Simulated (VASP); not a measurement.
# Hf3TiN3 (Pm-3m) in VASP: relaxation of cell and atoms with PBE

Aim: the relaxation of cell and atoms of Hf3TiN3 with PBE.

All numbers are computed with VASP 6.6.1; they aren't measurements. Logs are shortened: lines on timing, memory, paths and dates and some standing lists are left out, and cuts for length are marked.

### 1 The cell of the first run

Symmetry: Pm-3m, No. 221, cubic system. Conventional cell: a = 4.474 Å, b = 4.474 Å, c = 4.474 Å, α = 90.00°, β = 90.00°, γ = 90.00°. Hf (site symmetry 4/mmm) has 4 N at 2.24 Å within 3.0 Å. Ti (site symmetry m-3m) has 6 N at 2.24 Å within 3.0 Å. N (site symmetry 4/mmm) has 4 Hf at 2.24 Å and 2 Ti at 2.24 Å within 3.0 Å.

The cell was generated, and may not be a known phase.

### 2 Relaxation of cell and atoms, PBE

Contents of INCAR:

```
  PREC = Accurate
  ENCUT = 600
  EDIFF = 1E-7
  ISMEAR = 0
  SIGMA = 0.1
  LREAL = F
  LASPH = T
  NELM = 120
  ALGO = Normal
  ISIF = 3
  LWAVE = F
  LCHARG = F
  GGA = PE
  IBRION = 2
  NSW = 100
  EDIFFG = -0.01
  GGA_COMPAT = F
  NELMIN = 4
```

Contents of KPOINTS:

```
Automatic mesh
0
Gamma
  8 8 8
```

Contents of POSCAR:

```
Hf3TiN3
1.0
    4.4739159069      0.0000000000      0.0000000000
    0.0000000000      4.4739159069      0.0000000000
    0.0000000000      0.0000000000      4.4739159069
Hf Ti N
3 1 3
Direct
    0.0000000000      0.5000000000      0.5000000000
    0.5000000000      0.0000000000      0.5000000000
    0.5000000000      0.5000000000      0.0000000000
    0.0000000000      0.0000000000      0.0000000000
    0.5000000000      0.0000000000      0.0000000000
    0.0000000000      0.5000000000      0.0000000000
    0.0000000000      0.0000000000      0.5000000000
```

Potentials or basis: VASP PAW PBE potentials, release 64 (Hf_pv, Ti_sv, N).

On the command line:

```console
$ cat potpaw_PBE.64/Hf_pv/POTCAR potpaw_PBE.64/Ti_sv/POTCAR potpaw_PBE.64/N/POTCAR > POTCAR
$ mpirun -np 1 vasp_std > vasp.out
```

OUTCAR:

```text
PREC = Accurate
   ENCUT = 600
   EDIFF = 1E-7
   ISMEAR = 0
   LREAL = F
   LASPH = T
   NELM = 120
   ISIF = 3
   GGA = PE
   IBRION = 2
   NSW = 100
   EDIFFG = -0.01
   NELMIN = 4

 ion  position               nearest neighbor table
   1  0.000  0.500  0.500-   6 2.24   7 2.24   6 2.24   7 2.24   3 3.16   3 3.16   4 3.16   4 3.16
                             2 3.16   4 3.16   2 3.16   4 3.16   2 3.16   3 3.16   3 3.16   2 3.16
   2  0.500  0.000  0.500-   5 2.24   7 2.24   5 2.24   7 2.24   3 3.16   3 3.16   4 3.16   4 3.16
                             1 3.16   3 3.16   3 3.16   1 3.16   4 3.16   1 3.16   4 3.16   1 3.16
   3  0.500  0.500  0.000-   5 2.24   6 2.24   5 2.24   6 2.24   2 3.16   1 3.16   2 3.16   2 3.16
                             4 3.16   4 3.16   2 3.16   1 3.16   4 3.16   1 3.16   1 3.16   4 3.16
   4  0.000  0.000  0.000-   5 2.24   6 2.24   7 2.24   7 2.24   6 2.24   5 2.24   1 3.16   2 3.16
                             1 3.16   1 3.16   3 3.16   2 3.16   1 3.16   2 3.16   3 3.16   3 3.16
   5  0.500  0.000  0.000-   2 2.24   3 2.24   4 2.24   2 2.24   3 2.24   4 2.24
   6  0.000  0.500  0.000-   1 2.24   3 2.24   4 2.24   1 2.24   4 2.24   3 2.24
   7  0.000  0.000  0.500-   1 2.24   2 2.24   4 2.24   4 2.24   1 2.24   2 2.24

  LATTYP: Found a simple cubic cell.
 ALAT       =     4.4739159069

  Lattice vectors:

 A1 = (   4.4739159069,   0.0000000000,   0.0000000000)
 A2 = (   0.0000000000,   4.4739159069,   0.0000000000)
 A3 = (   0.0000000000,   0.0000000000,   4.4739159069)

Analysis of symmetry for initial positions (statically):
=====================================================================
 Subroutine PRICEL returns:
 Original cell was already a primitive cell.

 Routine SETGRP: Setting up the symmetry group for a
 simple cubic supercell.

 Subroutine GETGRP returns: Found 48 space group operations
 (whereof 48 operations were pure point group operations)
 out of a pool of 48 trial point group operations.

The static configuration has the point symmetry O_h .

Analysis of symmetry for dynamics (positions and initial velocities):
=====================================================================
 Subroutine PRICEL returns:
 Original cell was already a primitive cell.

 Routine SETGRP: Setting up the symmetry group for a
 simple cubic supercell.

 Subroutine GETGRP returns: Found 48 space group operations
 (whereof 48 operations were pure point group operations)
 out of a pool of 48 trial point group operations.

The dynamic configuration has the point symmetry O_h .

 Subroutine INISYM returns: Found 48 space group operations
 (whereof 48 operations are pure point group operations),
 and found     1 'primitive' translations

----------------------------------------------------------------------------------------

                                     Primitive cell

  volume of cell :      89.5496

  direct lattice vectors                    reciprocal lattice vectors
     4.473915907  0.000000000  0.000000000     0.223517836  0.000000000  0.000000000
     0.000000000  4.473915907  0.000000000     0.000000000  0.223517836  0.000000000
     0.000000000  0.000000000  4.473915907     0.000000000  0.000000000  0.223517836

  length of vectors
     4.473915907  4.473915907  4.473915907     0.223517836  0.223517836  0.223517836

  position of ions in fractional coordinates (direct lattice)
     0.000000000  0.500000000  0.500000000
     0.500000000  0.000000000  0.500000000
     0.500000000  0.500000000  0.000000000
     0.000000000  0.000000000  0.000000000
     0.500000000  0.000000000  0.000000000
     0.000000000  0.500000000  0.000000000
     0.000000000  0.000000000  0.500000000

  ion indices of the primitive-cell ions
   primitive index   ion index
                 1           1
                 2           2
                 3           3
                 4           4
                 5           5
                 6           6
                 7           7

----------------------------------------------------------------------------------------

 KPOINTS: Automatic mesh

Automatic generation of k-mesh.
 Grid dimensions read from file:
 generate k-points for:    8    8    8

 Generating k-lattice:

  Cartesian coordinates                     Fractional coordinates (reciprocal lattice)
     0.027939729  0.000000000  0.000000000     0.125000000  0.000000000  0.000000000
     0.000000000  0.027939729  0.000000000     0.000000000  0.125000000  0.000000000
     0.000000000  0.000000000  0.027939729     0.000000000  0.000000000  0.125000000

  Length of vectors
     0.027939729  0.027939729  0.027939729

  Shift w.r.t. Gamma in fractional coordinates (k-lattice)
     0.000000000  0.000000000  0.000000000

 Subroutine IBZKPT returns following result:
 ===========================================

 Found     35 irreducible k-points:

 Following reciprocal coordinates:
            Coordinates               Weight
  0.000000  0.000000  0.000000      1.000000
  0.125000  0.000000  0.000000      6.000000
  0.250000  0.000000  0.000000      6.000000
  0.375000  0.000000  0.000000      6.000000
  0.500000  0.000000  0.000000      3.000000
  0.125000  0.125000  0.000000     12.000000
[... 16 lines left out ...]
  0.375000  0.375000  0.125000     24.000000
  0.500000  0.375000  0.125000     24.000000
 [... further k-points ...]
   k-points           NKPTS =     35   k-points in BZ     NKDIM =     35   number of bands    NBANDS=     34
   number of dos      NEDOS =    301   number of ions     NIONS =      7
   total plane-waves  NPLWV =  46656
   dimension x,y,z NGX =    36 NGY =   36 NGZ =   36
   dimension x,y,z NGXF=    72 NGYF=   72 NGZF=   72
   ions per type =               3   1   3
   NGX,Y,Z   is equivalent  to a cutoff of  13.38, 13.38, 13.38 a.u.
   NGXF,Y,Z  is equivalent  to a cutoff of  26.75, 26.75, 26.75 a.u.
 SYSTEM =  unknown system
   PREC   = accura    normal or accurate (medium, high low for compatibility)
   ISTART =      0    job   : 0-new  1-cont  2-samecut
   ICHARG =      2    charge: 1-file 2-atom 10-const
   ISPIN  =      1    spin polarized calculation?
   LNONCOLLINEAR =      F non collinear calculations
   LSORBIT =      F    spin-orbit coupling
   LASPH  =      T    aspherical Exc in radial PAW
   ENCUT  =  600.0 eV  44.10 Ry    6.64 a.u.   8.94  8.94  8.94*2*pi/ulx,y,z
   NELM   =    120;   NELMIN=  4; NELMDL= -5     # of ELM steps
   EDIFF  = 0.1E-06   stopping-criterion for ELM
   LREAL  =      F    real-space projection
   EDIFFG = -.1E-01   stopping-criterion for IOM
   NSW    =    100    number of steps for IOM
   IBRION =      2    ionic relax: 0-MD 1-quasi-New 2-CG
   NFREE  =      1    steps in history (QN), initial steepest desc. (CG)
   ISIF   =      3    stress and relaxation
   ISYM   =      2    0-nonsym 1-usesym 2-fastsym
   POTIM  = 0.5000    time-step for ionic-motion
   TEBEG  =    0.0;   TEEND  =   0.0 temperature during run
   PSTRESS=    0.0 pullay stress
   NELECT =      57.0000    total number of electrons
   NUPDOWN=      -1.0000    fix difference up-down
   EMIN   =  10.00;   EMAX   =-10.00  energy-range for DOS
   EFERMI =   0.00;   METHOD = LEGACY
   ISMEAR =     0;   SIGMA  =   0.10  broadening in eV -4-tet -1-fermi 0-gaus
   EFERMI_NEDOS =   21; number of points for ismear=-14 and -15
   IALGO  =     38    algorithm
   IMIX   =      4    mixing-type and parameters
     AMIX     =   0.40;   BMIX     =  1.00
     AMIX_MAG =   1.60;   BMIX_MAG =  1.00
  volume/ion in A,a.u.               =      12.79        86.33
  Fermi-wavevector in a.u.,A,eV,Ry     =   1.408246  2.661200 26.982500  1.983158
  Thomas-Fermi vector in A             =   2.530423
   LORBIT       =      0    0 simple, 1 ext, 2 COOP (PROOUT), +10 PAW based schemes
   GGA     = PE    functional components
   LHFCALC =     F    Hartree Fock is set to
   AEXX    =    0.0000 exact exchange contribution
   IVDW    =     0    specifies the selected vdW correction
   LEPSILON=     F    determine dielectric tensor
   LRPA    =     F    only Hartree local field effects (RPA)
 conjugate gradient relaxation of ions
 non-spin polarized calculation
 Gauss-broadening in eV      SIGMA  =   0.10
  energy-cutoff  :      600.00
  volume of cell :       89.55
 maximum number of plane-waves:      3016
 NGX is ok and might be reduce to    36
   NGX = 17   NGY = 17   NGZ = 17

--------------------------------------- Ionic step        1  -------------------------------------------

 number of electron      56.9999989 magnetization

 Free energy of the ion-electron system (eV)
  ---------------------------------------------------
  ext. energy  EPLUGINS =         0.00000000
  ---------------------------------------------------
  free energy    TOTEN  =       -72.45538268 eV

  energy without entropy =      -72.42683909  energy(sigma->0) =      -72.44111088

------------------------ aborting loop because EDIFF is reached ----------------------------------------

  FORCE on cell =-STRESS in cart. coord.  units (eV):
  Direction    XX          YY          ZZ          XY          YZ          ZX
  --------------------------------------------------------------------------------------
  -------------------------------------------------------------------------------------
  Total       -0.7421503     -0.7421503     -0.7421503     -0.0000000      0.0000000      0.0000000
  in kB      -13.2781940    -13.2781940    -13.2781940     -0.0000000      0.0000000      0.0000000
  external PRESSURE =     -13.2781940 kB  Pullay stress =       0.0000000 kB
[... 67 lines left out ...]
  energy  without entropy=      -72.4238836235  energy(sigma->0) =      -72.43799663

--------------------------------------- Ionic step        3  -------------------------------------------

 number of electron      56.9999989 magnetization

 Free energy of the ion-electron system (eV)
  ---------------------------------------------------
  ext. energy  EPLUGINS =         0.00000000
  ---------------------------------------------------
  free energy    TOTEN  =       -72.45762171 eV

  energy without entropy =      -72.42919534  energy(sigma->0) =      -72.44340852

 E-fermi :   7.6358     XC(G=0): -12.3424

 val. band max:        7.6300405781   @ k =   0.3750   0.1250   0.0000
 cond. band min:       7.6743504233   @ k =   0.2500   0.1250   0.1250
 fundamental gap:      0.0443098452
 Fermi energy:         7.6358494366

 k-point     1 :       0.0000    0.0000    0.0000
  band No.  band energies     occupation
      1     -50.2930      2.00000
      2     -26.5749      2.00000
      3     -26.5749      2.00000
      4     -26.5749      2.00000
      5     -23.3062      2.00000
      6     -23.3062      2.00000
[... 877 lines left out ...]
     33       9.6259      0.00000
     34      10.0259      0.00000

 [... further k-points ...]

------------------------ aborting loop because EDIFF is reached ----------------------------------------

  FORCE on cell =-STRESS in cart. coord.  units (eV):
  Direction    XX          YY          ZZ          XY          YZ          ZX
  --------------------------------------------------------------------------------------
  -------------------------------------------------------------------------------------
  Total        0.0008317      0.0008317      0.0008317      0.0000000      0.0000000     -0.0000000
  in kB        0.0149703      0.0149703      0.0149703      0.0000000      0.0000000     -0.0000000
  external PRESSURE =       0.0149703 kB  Pullay stress =       0.0000000 kB
[... 22 lines left out ...]
  FREE ENERGIE OF THE ION-ELECTRON SYSTEM (eV)
  ---------------------------------------------------
  free  energy   TOTEN  =       -72.4576217062 eV

  energy  without entropy=      -72.4291953379  energy(sigma->0) =      -72.44340852

 reached required accuracy - stopping structural energy minimisation
```

Run time: 13 min. Hardware: 1 thread of Oxide Virtual Turin-like, shared host; peak memory 0.26 GiB.

Results:

* Free energy: -72.4576 eV
* Relaxed volume: 12.72 Å³/atom
* Relaxed cell: a = 4.465 Å, b = 4.465 Å, c = 4.465 Å, α = 90.00°, β = 90.00°, γ = 90.00°
* Space group after relaxing (to 0.1 Å): Pm-3m (No. 221)
* Energy gained by relaxing: 0.3 meV/atom
* Ionic steps: 3
* Pressure after relaxing: 0.0 GPa
* Band gap on the k mesh: zero (an odd number of electrons rules out a gap without spin polarisation)

Step by step:
```
step  energy change (eV)  largest force (eV/Å)  pressure (GPa)  volume (Å³)
   1              0.0000                0.0000           -1.33        89.55
   2              0.0033                0.0000            2.15        88.18
   3             -0.0022                0.0000            0.00        89.01
```

Final structure:
```
Hf Ti N
1.0
     4.46498    0.00000    0.00000
     0.00000    4.46498    0.00000
     0.00000    0.00000    4.46498
Hf Ti N
3 1 3
Direct
  0.00000 0.50000 0.50000
  0.50000 0.00000 0.50000
  0.50000 0.50000 0.00000
  0.00000 0.00000 0.00000
  0.50000 0.00000 0.00000
  0.00000 0.50000 0.00000
  0.00000 0.00000 0.50000
```

Caveat: spin-orbit coupling is left out, which moves the levels of the heavy elements; an odd number of electrons without spin polarisation forces a metal; a magnetic or distorted state may lie lower.

The gap in the log of VASP goes by the Fermi energy; the results here count the filled bands.